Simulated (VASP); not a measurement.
Runs of VASP 6.6.1 on InP. The structure is that of space group Fm-3m (No. 225), or close to it. The cells are those of the table. 

```csv
task,cell,k mesh for the DOS,occupations for the DOS,gap on the mesh (eV),pressure (GPa)
single point,"a = 3.969 Å, angles 60.0°, 2 atoms",-,-,none,(b)
single point,"a = 3.864 Å, angles 60.0°, 2 atoms",-,-,none,3.3
single point,"a = 4.051 Å, angles 60.0°, 2 atoms",-,-,none,-5.8
single point,"a = 3.912 Å, angles 60.0°, 2 atoms",-,-,none,0.2
single point,"a = 3.891 Å, angles 60.0°, 2 atoms",-,-,none,1.5
single point,"a = 3.917 Å, angles 60.0°, 2 atoms",-,-,none,-0.1
single point,"a = 3.943 Å, angles 60.0°, 2 atoms",-,-,none,(a)
```

Alike in all rows: level PBE; potentials or basis VASP PAW PBE potentials, release 64 (In_d, P); no spin polarisation; k mesh 10 × 10 × 10; cutoff (eV) 520; smearing gaussian 0.05 eV.

Question: Estimate the missing entries.

Answer: (a) -1.4; (b) -2.6.

Caveats: spin-orbit coupling is left out, which moves the levels of the heavy elements.

A k mesh can miss the band edges, and the runs leave out spin-orbit coupling on In.

A gap of «none» marks levels without a gap at the run's occupations.
